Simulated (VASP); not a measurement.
# Mg (Pm-3m) in VASP: notebook, part 2 of 2

VASP 6.6.1.

### 4 Single point, LDA (volume scaled by 1.04)

File INCAR:

```
ALGO = Normal
EDIFF = 1E-6
ENCUT = 520
ISIF = 2
ISMEAR = -1
LASPH = True
LCHARG = True
LELF = True
LREAL = False
LVHAR = True
LWAVE = False
NBANDS = 7
NELM = 100
PREC = Accurate
SIGMA = 0.1
```

File KPOINTS:

```
k-points
0
Gamma
  12 12 12
```

File POSCAR:

```
Mg
1.0
    2.9970469533      0.0000000000      0.0000000000
    0.0000000000      2.9970469533      0.0000000000
    0.0000000000      0.0000000000      2.9970469533
Mg
1
Direct
    0.0000000000      0.0000000000      0.0000000000
```

Potentials or basis: VASP PAW LDA potentials, release 64 (Mg).

The run is started by

```bash
$ cat potpaw_LDA.64/Mg/POTCAR > POTCAR
$ mpirun -np 1 vasp_std > vasp.out
```

OUTCAR:

```text
EDIFF = 1E-6
   ENCUT = 520
   ISIF = 2
   ISMEAR = -1
   LASPH = True
   LREAL = False
   NELM = 100
   PREC = Accurate

 ion  position               nearest neighbor table
   1  0.000  0.000  0.000-

  LATTYP: Found a simple cubic cell.
 ALAT       =     2.9970469533

  Lattice vectors:

 A1 = (   2.9970469533,   0.0000000000,   0.0000000000)
 A2 = (   0.0000000000,   2.9970469533,   0.0000000000)
 A3 = (   0.0000000000,   0.0000000000,   2.9970469533)

Analysis of symmetry for initial positions (statically):
=====================================================================
 Subroutine PRICEL returns:
 Original cell was already a primitive cell.

 Routine SETGRP: Setting up the symmetry group for a
 simple cubic supercell.

 Subroutine GETGRP returns: Found 48 space group operations
 (whereof 48 operations were pure point group operations)
 out of a pool of 48 trial point group operations.

The static configuration has the point symmetry O_h .

Analysis of symmetry for dynamics (positions and initial velocities):
=====================================================================
 Subroutine PRICEL returns:
 Original cell was already a primitive cell.

 Routine SETGRP: Setting up the symmetry group for a
 simple cubic supercell.

 Subroutine GETGRP returns: Found 48 space group operations
 (whereof 48 operations were pure point group operations)
 out of a pool of 48 trial point group operations.

The dynamic configuration has the point symmetry O_h .

 Subroutine INISYM returns: Found 48 space group operations
 (whereof 48 operations are pure point group operations),
 and found     1 'primitive' translations

----------------------------------------------------------------------------------------

                                     Primitive cell

[... 105 lines left out ...]
   IALGO  =     38    algorithm
   IMIX   =      4    mixing-type and parameters
     AMIX     =   0.40;   BMIX     =  1.00
     AMIX_MAG =   1.60;   BMIX_MAG =  1.00
  volume/ion in A,a.u.               =      26.92       181.67
  Fermi-wavevector in a.u.,A,eV,Ry     =   0.688216  1.300539  6.444276  0.473641
  Thomas-Fermi vector in A             =   1.768953
   LORBIT       =      0    0 simple, 1 ext, 2 COOP (PROOUT), +10 PAW based schemes
   GGA     = CA    functional components
   LHFCALC =     F    Hartree Fock is set to
   AEXX    =    0.0000 exact exchange contribution
   IVDW    =     0    specifies the selected vdW correction
   LEPSILON=     F    determine dielectric tensor
   LRPA    =     F    only Hartree local field effects (RPA)
 non-spin polarized calculation
  energy-cutoff  :      520.00
  volume of cell :       26.92
 maximum number of plane-waves:       739
 NGX is ok and might be reduce to    24
   NGX = 11   NGY = 11   NGZ = 11

 number of electron       2.0000000 magnetization

 Free energy of the ion-electron system (eV)
  ---------------------------------------------------
  ext. energy  EPLUGINS =         0.00000000
  ---------------------------------------------------
  free energy    TOTEN  =        -1.41409721 eV

  energy without entropy =       -1.39800091  energy(sigma->0) =       -1.40604906

 E-fermi :   1.5851     XC(G=0):  -8.1395

 val. band max:        1.5213413678   @ k =   0.5000   0.3333   0.1667
 cond. band min:       1.6320139752   @ k =   0.5000   0.2500   0.2500
 fundamental gap:      0.1106726074
 Fermi energy:         1.5850693845

 k-point     1 :       0.0000    0.0000    0.0000
  band No.  band energies     occupation
      1      -4.6114      2.00000
      2       9.8243      0.00000
      3       9.8243      0.00000
      4      11.1916      0.00000
      5      11.1916      0.00000
      6      11.1916      0.00000
      7      15.7634      0.00000
[... 221 lines left out ...]
 k-point    24 :       0.4167    0.3333    0.0000
  band No.  band energies     occupation
      1       0.0288      2.00000
      2       2.6264      0.00006
      3       5.4112      0.00000
      4       7.9546      0.00000
      5      15.0723      0.00000
      6      16.7069      0.00000
      7      17.2527      0.00000

 [... further k-points ...]

------------------------ aborting loop because EDIFF is reached ----------------------------------------

  FORCE on cell =-STRESS in cart. coord.  units (eV):
  Direction    XX          YY          ZZ          XY          YZ          ZX
  --------------------------------------------------------------------------------------
  -------------------------------------------------------------------------------------
  Total       -0.1787789     -0.1787789     -0.1787789     -0.0000000      0.0000000     -0.0000000
  in kB      -10.6401142    -10.6401142    -10.6401142     -0.0000000      0.0000000     -0.0000000
  external PRESSURE =     -10.6401142 kB  Pullay stress =       0.0000000 kB

 VOLUME and BASIS-vectors are now :
 -----------------------------------------------------------------------------
  energy-cutoff  :      520.00
  volume of cell :       26.92
      direct lattice vectors                 reciprocal lattice vectors
     2.997046953  0.000000000  0.000000000     0.333661773  0.000000000  0.000000000
     0.000000000  2.997046953  0.000000000     0.000000000  0.333661773  0.000000000
     0.000000000  0.000000000  2.997046953     0.000000000  0.000000000  0.333661773

 POSITION                                       TOTAL-FORCE (eV/Angst)
 -----------------------------------------------------------------------------------
      0.00000      0.00000      0.00000         0.000000      0.000000      0.000000
 -----------------------------------------------------------------------------------
    total drift:                               -0.000000     -0.000000      0.000000

  FREE ENERGIE OF THE ION-ELECTRON SYSTEM (eV)
  ---------------------------------------------------
  free  energy   TOTEN  =        -1.4140972096 eV

  energy  without entropy=       -1.3980009126  energy(sigma->0) =       -1.40604906
```

OSZICAR:

```text
N       E                     dE             d eps       ncg     rms          rms(c)
DAV:   1    -0.883491060046E+00   -0.88349E+00   -0.86172E+02  1246   0.198E+02
DAV:   2    -0.142507521812E+01   -0.54158E+00   -0.51862E+00  1540   0.100E+01
DAV:   3    -0.142716535808E+01   -0.20901E-02   -0.20843E-02  1498   0.657E-01
DAV:   4    -0.142716834904E+01   -0.29910E-05   -0.29912E-05  1785   0.202E-02
DAV:   5    -0.142716835264E+01   -0.36002E-08   -0.33384E-08  1428   0.313E-04    0.526E-01
DAV:   6    -0.141962705943E+01    0.75413E-02   -0.14637E-03  1435   0.120E-01    0.332E-01
DAV:   7    -0.141409798890E+01    0.55291E-02   -0.48856E-03  1414   0.219E-01    0.190E-02
DAV:   8    -0.141409769230E+01    0.29660E-06   -0.33751E-05  1505   0.307E-02    0.464E-03
DAV:   9    -0.141409720959E+01    0.48271E-06   -0.25745E-07  1281   0.198E-03
   1 F= -.14140972E+01 E0= -.14060491E+01  d E =-.160963E-01
```

Run time: 4.1 s. Hardware: 1 thread of Intel Xeon 6975P-C, shared host; peak memory 0.13 GiB.

Results:

```yaml
Free_energy: -1.4141 eV
Pressure: -1.1 GPa
Band_gap_on_the_k_mesh: zero (band 1 reaches 6.17 eV, above the bottom of band 2 at -0.28 eV)
```

Levels at points of the mesh, in eV from the Fermi level:
| k point | band 1 | band 2 | band 3 | band 4 | band 5 |
| --- | --- | --- | --- | --- | --- |
| (0.00, 0.00, 0.00) | -6.20 | 8.24 | 8.24 | 9.61 | 9.61 |
| (0.50, 0.00, 0.00) | -2.33 | -1.86 | 10.62 | 12.95 | 12.95 |
| (0.50, 0.50, 0.00) | 1.39 | 1.39 | 2.06 | 2.83 | 15.67 |
| (0.50, 0.50, 0.50) | 4.58 | 4.58 | 4.58 | 5.85 | 5.85 |

### 5 The runs side by side

```tsv
cell	gap on the mesh (eV)	pressure (GPa)
a = 2.877 Å, 1 atom	none	2.3
a = 2.918 Å, 1 atom	none	1.0
a = 2.997 Å, 1 atom	none	-1.1
```

Alike in all rows: task single point; level LDA; potentials or basis VASP PAW LDA potentials, release 64 (Mg); no spin polarisation; k mesh 12 × 12 × 12; cutoff (eV) 520; smearing fermi-dirac 0.1 eV.

Absolute energies hang on the potentials; compare differences alone.
